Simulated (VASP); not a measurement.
# HfSi3 in VASP: notebook, part 2 of 2

VASP 6.6.1. The steps go on from the part before.

**4. Relaxation of cell and atoms, PBE**

INCAR

```
SYSTEM = HfSi3
ALGO = Normal
EDIFF = 1E-6
EDIFFG = -0.04
ENCUT = 600
GGA = PE
IBRION = 2
ISIF = 3
ISMEAR = 0
LASPH = .TRUE.
LCHARG = .FALSE.
LREAL = .FALSE.
LWAVE = .FALSE.
NELM = 100
NSW = 90
PREC = Accurate
SIGMA = 0.1
```

KPOINTS

```
k-points
0
G
  4 4 4
  0 0 0
```

POSCAR

```
HfSi3
1.0
    3.9245813100      0.0000000000      0.0000000000
    0.0000000000      3.9245813100      0.0000000000
    0.0000000000      0.0000000000      4.1533190500
Hf Si
1 3
Direct
    0.5000000000      0.5000000000      0.5000000000
    0.0000000000      0.5000000000      0.5000000000
    0.5000000000      0.0000000000      0.5000000000
    0.5000000000      0.5000000000      0.0000000000
```

Run with:

```
$ cat potpaw_PBE.64/Hf_pv/POTCAR potpaw_PBE.64/Si/POTCAR > POTCAR
$ mpirun -np 1 vasp_std > vasp.out
```

Run time: 50 s. Hardware: 1 thread of Intel Xeon 6975P-C (Granite Rapids), shared host; peak memory 0.2 GiB.

The run converged. Its results:

```
Free energy                            : -22.1810 eV
Relaxed volume                         : 33.31 Å³/atom
Relaxed cell                           : a = 5.107 Å, b = 5.107 Å, c = 5.109 Å, α = 90.00°, β = 90.00°, γ = 90.00°
Space group after relaxing (to 0.05 Å) : Pm-3m (No. 221)
Energy gained by relaxing              : 3191.5 meV/atom
Ionic steps                            : 7
Pressure after relaxing                : 0.1 GPa
Band gap on the k mesh                 : zero (band 11 reaches 3.17 eV, above the bottom of band 12 at 0.15 eV)
```

The path:
| step | energy change (eV) | largest force (eV/Å) | pressure (GPa) | volume (Å³) |
| --- | --- | --- | --- | --- |
| 1 | 0.0000 | 0.0000 | 98.57 | 63.97 |
| 2 | -10.2098 | 0.0000 | -7.89 | 204.33 |
| 3 | -12.7477 | 0.0000 | 0.96 | 130.72 |
| 4 | -12.7519 | 0.0000 | -0.25 | 134.41 |
| 5 | -12.7534 | 0.0000 | 0.31 | 132.65 |
| 6 | -12.7643 | 0.0000 | 0.03 | 133.46 |
| 7 | -12.7661 | 0.0000 | 0.09 | 133.24 |

Final structure:
```
CELL_PARAMETERS angstrom
5.10710 0.00000 0.00000
0.00000 5.10710 0.00000
0.00000 0.00000 5.10853
ATOMIC_POSITIONS crystal
Hf 0.50000 0.50000 0.50000
Si 0.00000 0.50000 0.50000
Si 0.50000 0.00000 0.50000
Si 0.50000 0.50000 0.00000
```

Levels at points of the mesh, in eV from the Fermi level:
```
           k point  band 8  band 9  band 10  band 11  band 12  band 13  band 14  band 15
(0.00, 0.00, 0.00)   -0.79   -0.79     2.26     2.26     2.26     3.58     3.58     3.58
(0.50, 0.00, 0.00)   -0.24   -0.24    -0.17    -0.17     0.93     1.41     1.85     3.16
(0.50, 0.50, 0.00)   -1.88   -0.79    -0.14    -0.14     0.76     1.27     1.27     4.22
(0.00, 0.00, 0.50)   -0.24   -0.24    -0.17    -0.17     0.93     1.41     1.85     3.16
(0.50, 0.00, 0.50)   -1.88   -0.79    -0.14    -0.14     0.77     1.27     1.27     4.22
(0.50, 0.50, 0.50)   -1.75   -1.75    -1.75    -0.76    -0.76     4.26     4.26     5.55
```

Caveat: the k points lie up to 0.31 Å⁻¹ apart in the final cell; the volume moved by over 15 % at a fixed basis, so the end points are rough; spin-orbit coupling is left out, which moves the levels of the heavy elements.

**5. Single point, PBE**

This run uses another cell than the first one, of 32.88 Å³/atom, 2.056 times its volume.

INCAR

```
SYSTEM = HfSi3
ALGO = Normal
EDIFF = 1E-6
ENCUT = 520
GGA = PE
ISIF = 2
ISMEAR = 0
LASPH = .TRUE.
LCHARG = .FALSE.
LREAL = .FALSE.
LWAVE = .FALSE.
NBANDS = 19
NELM = 60
PREC = Accurate
SIGMA = 0.1
```

KPOINTS

```
k-points
0
G
  10 10 10
  0 0 0
```

POSCAR

```
HfSi3
1.0
    5.0853155904      0.0000000000      0.0000000000
    0.0000000000      5.0853155904      0.0000000000
    0.0000000000      0.0000000000      5.0853155904
Hf Si
1 3
Direct
    0.5000000000      0.5000000000      0.5000000000
    0.0000000000      0.5000000000      0.5000000000
    0.5000000000      0.0000000000      0.5000000000
    0.5000000000      0.5000000000      0.0000000000
```

Potentials or basis: VASP PAW PBE potentials, release 64 (Hf_pv, Si).

Run with:

```
$ cat potpaw_PBE.64/Hf_pv/POTCAR potpaw_PBE.64/Si/POTCAR > POTCAR
$ mpirun -np 1 vasp_std > vasp.out
```

OUTCAR:

```text
SYSTEM = HfSi3
   EDIFF = 1E-6
   ENCUT = 520
   GGA = PE
   ISIF = 2
   ISMEAR = 0
   LASPH = .TRUE.
   LREAL = .FALSE.
   NELM = 60
   PREC = Accurate

 ion  position               nearest neighbor table
   1  0.500  0.500  0.500-   2 2.54   3 2.54   4 2.54   4 2.54   3 2.54   2 2.54
   2  0.000  0.500  0.500-   1 2.54   1 2.54
   3  0.500  0.000  0.500-   1 2.54   1 2.54
   4  0.500  0.500  0.000-   1 2.54   1 2.54

  LATTYP: Found a simple cubic cell.
 ALAT       =     5.0853155904

  Lattice vectors:

 A1 = (   5.0853155904,   0.0000000000,   0.0000000000)
 A2 = (   0.0000000000,   5.0853155904,   0.0000000000)
 A3 = (   0.0000000000,   0.0000000000,   5.0853155904)

Analysis of symmetry for initial positions (statically):
=====================================================================
 Subroutine PRICEL returns:
 Original cell was already a primitive cell.

 Routine SETGRP: Setting up the symmetry group for a
 simple cubic supercell.

[... 168 lines left out ...]

  energy without entropy =      -22.15708635  energy(sigma->0) =      -22.16026712

 E-fermi :   1.1891     XC(G=0):  -7.7452

 val. band max:        1.1643283575   @ k =   0.3000   0.1000   0.1000
 cond. band min:       1.2687581961   @ k =   0.3000   0.2000   0.2000
 fundamental gap:      0.1044298386
 Fermi energy:         1.1891052894

 k-point     1 :       0.0000    0.0000    0.0000
  band No.  band energies     occupation
      1     -27.9534      2.00000
      2     -27.9534      2.00000
      3     -27.9534      2.00000
      4      -7.1233      2.00000
      5      -4.6236      2.00000
      6      -4.6236      2.00000
[... 505 lines left out ...]
      6      -4.5849      2.00000
[... 11 lines left out ...]
     18       5.5776      0.00000
     19       6.1167      0.00000

 [... further k-points ...]

------------------------ aborting loop because EDIFF is reached ----------------------------------------

  FORCE on cell =-STRESS in cart. coord.  units (eV):
  Direction    XX          YY          ZZ          XY          YZ          ZX
  --------------------------------------------------------------------------------------
  -------------------------------------------------------------------------------------
  Total        0.2164918      0.2164918      0.2164918     -0.0000000     -0.0000000      0.0000000
  in kB        2.6375353      2.6375353      2.6375353     -0.0000000     -0.0000000      0.0000000
  external PRESSURE =       2.6375353 kB  Pullay stress =       0.0000000 kB

 VOLUME and BASIS-vectors are now :
 -----------------------------------------------------------------------------
  energy-cutoff  :      520.00
  volume of cell :      131.51
      direct lattice vectors                 reciprocal lattice vectors
     5.085315590  0.000000000  0.000000000     0.196644629  0.000000000  0.000000000
     0.000000000  5.085315590  0.000000000     0.000000000  0.196644629  0.000000000
     0.000000000  0.000000000  5.085315590     0.000000000  0.000000000  0.196644629

 POSITION                                       TOTAL-FORCE (eV/Angst)
 -----------------------------------------------------------------------------------
      2.54266      2.54266      2.54266         0.000000      0.000000      0.000000
      0.00000      2.54266      2.54266         0.000000      0.000000      0.000000
      2.54266      0.00000      2.54266         0.000000      0.000000      0.000000
      2.54266      2.54266      0.00000         0.000000      0.000000      0.000000
 -----------------------------------------------------------------------------------
    total drift:                               -0.000000     -0.000000     -0.000000

  FREE ENERGIE OF THE ION-ELECTRON SYSTEM (eV)
  ---------------------------------------------------
  free  energy   TOTEN  =       -22.1634478969 eV

  energy  without entropy=      -22.1570863496  energy(sigma->0) =      -22.16026712
```

stdout:

```text
POSCAR found type information on POSCAR HfSi
 POSCAR found :  2 types and       4 ions
 scaLAPACK will be used
 LDA part: xc-table for (Slater+PW92), standard interpolation
 POSCAR, INCAR and KPOINTS ok, starting setup
 FFT: planning ... GRIDC
 FFT: planning ... GRID_SOFT
 FFT: planning ... GRID
 WAVECAR not read
 entering main loop
```

Run time: 60 s. Hardware: 1 thread of Intel Xeon 6975P-C (Granite Rapids), shared host; peak memory 0.32 GiB.

What came out:

```yaml
Free_energy: -22.1634 eV
Pressure: 0.3 GPa
Band_gap_on_the_k_mesh: zero (band 11 reaches 2.71 eV, above the bottom of band 12 at 0.17 eV)
```

Caveat: spin-orbit coupling is left out, which moves the levels of the heavy elements.

**6. Relaxation of cell and atoms, PBE**

This run uses another cell than the first one, of 33.20 Å³/atom, 2.076 times its volume.

INCAR

```
SYSTEM = HfSi3
  PREC = Accurate
  ENCUT = 600
  EDIFF = 1E-7
  ISMEAR = 0
  SIGMA = 0.1
  LREAL = .FALSE.
  LASPH = .TRUE.
  NELM = 60
  ALGO = Normal
  ISIF = 3
  LWAVE = .FALSE.
  LCHARG = .FALSE.
  GGA = PE
  IBRION = 2
  NSW = 100
  EDIFFG = -0.01
```

KPOINTS

```
Automatic mesh
0
G
  10 10 10
  0 0 0
```

POSCAR

```
HfSi3
1.0
    5.1019403484      0.0000000000      0.0000000000
    0.0000000000      5.1019403484      0.0000000000
    0.0000000000      0.0000000000      5.1019403484
Hf Si
1 3
Direct
    0.5000000000      0.5000000000      0.5000000000
    0.0000000000      0.5000000000      0.5000000000
    0.5000000000      0.0000000000      0.5000000000
    0.5000000000      0.5000000000      0.0000000000
```

Potentials or basis: VASP PAW PBE potentials, release 64 (Hf_pv, Si).

Run with:

```
$ cat potpaw_PBE.64/Hf_pv/POTCAR potpaw_PBE.64/Si/POTCAR > POTCAR
$ mpirun -np 1 vasp_std > vasp.out
```

Run time: 3.7 min. Hardware: 1 thread of Intel Xeon Platinum 8488C (Sapphire Rapids), shared host; peak memory 0.35 GiB.

Results (log left out):

```yaml
Free_energy: -22.1645 eV
Relaxed_volume: 33.06 Å³/atom
Relaxed_cell: a = 5.095 Å, b = 5.095 Å, c = 5.095 Å, α = 90.00°, β = 90.00°, γ = 90.00°
Space_group_after_relaxing_to_0.05_Å: Pm-3m (No. 221)
Energy_gained_by_relaxing: 0.0 meV/atom
Ionic_steps: 2
Pressure_after_relaxing: 0.0 GPa
Band_gap_on_the_k_mesh: zero (band 11 reaches 2.68 eV, above the bottom of band 12 at 0.15 eV)
```

Step by step:
```csv
step,energy change (eV),largest force (eV/Å),pressure (GPa),volume (Å³)
1,0.0000,0.0000,-0.14,132.80
2,-0.0002,0.0000,0.03,132.23
```

Final structure:
```xyz
4
Lattice="5.0946 0.0000 0.0000 0.0000 5.0946 0.0000 0.0000 0.0000 5.0946" Properties=species:S:1:pos:R:3 pbc="T T T"
Hf    2.5473    2.5473    2.5473
Si    0.0000    2.5473    2.5473
Si    2.5473    0.0000    2.5473
Si    2.5473    2.5473    0.0000
```

Levels at points of the mesh, in eV from the Fermi level:
| k point | band 7 | band 8 | band 9 | band 10 | band 11 | band 12 | band 13 | band 14 | band 15 |
| --- | --- | --- | --- | --- | --- | --- | --- | --- | --- |
| (0.00, 0.00, 0.00) | -1.02 | -1.02 | -1.02 | 1.52 | 1.52 | 1.52 | 2.05 | 2.05 | 2.05 |
| (0.50, 0.00, 0.00) | -1.74 | -0.49 | -0.49 | -0.40 | -0.40 | 0.72 | 1.19 | 1.60 | 2.96 |
| (0.50, 0.50, 0.00) | -2.51 | -2.13 | -1.05 | -0.39 | -0.39 | 0.54 | 1.06 | 1.06 | 4.03 |
| (0.50, 0.50, 0.50) | -3.81 | -1.99 | -1.99 | -1.99 | -1.02 | -1.02 | 4.01 | 4.07 | 4.07 |

Caveat: spin-orbit coupling is left out, which moves the levels of the heavy elements.

**7. Summary**

| task | cell | k mesh | cutoff (eV) | gap on the mesh (eV) | pressure (GPa) | relaxed volume (Å³/atom) |
| --- | --- | --- | --- | --- | --- | --- |
| single point | a = 3.925, b = 3.925, c = 4.153 Å, 4 atoms | 4 × 4 × 4 | 520 | none | 98.6 | - |
| single point | a = 5.102, b = 5.102, c = 5.101 Å, 4 atoms | 4 × 4 × 4 | 520 | none | 0.2 | - |
| relaxation of cell and atoms | relaxed from a = 3.925, b = 3.925, c = 4.153 Å, 4 atoms | 4 × 4 × 4 | 600 | none | 0.1 | 33.31 |
| single point | a = 5.085 Å, 4 atoms | 10 × 10 × 10 | 520 | none | 0.3 | - |
| relaxation of cell and atoms | relaxed from a = 5.102 Å, 4 atoms | 10 × 10 × 10 | 600 | none | 0.0 | 33.06 |

Alike in all rows: level PBE; potentials or basis VASP PAW PBE potentials, release 64 (Hf_pv, Si); no spin polarisation; smearing gaussian 0.1 eV.

Caveats: some runs use coarse meshes; spin-orbit coupling is left out, which moves the levels of the heavy elements; the volume moved by over 15 % at a fixed basis, so the end points are rough (some runs).

Absolute energies hang on the potentials; compare differences alone.
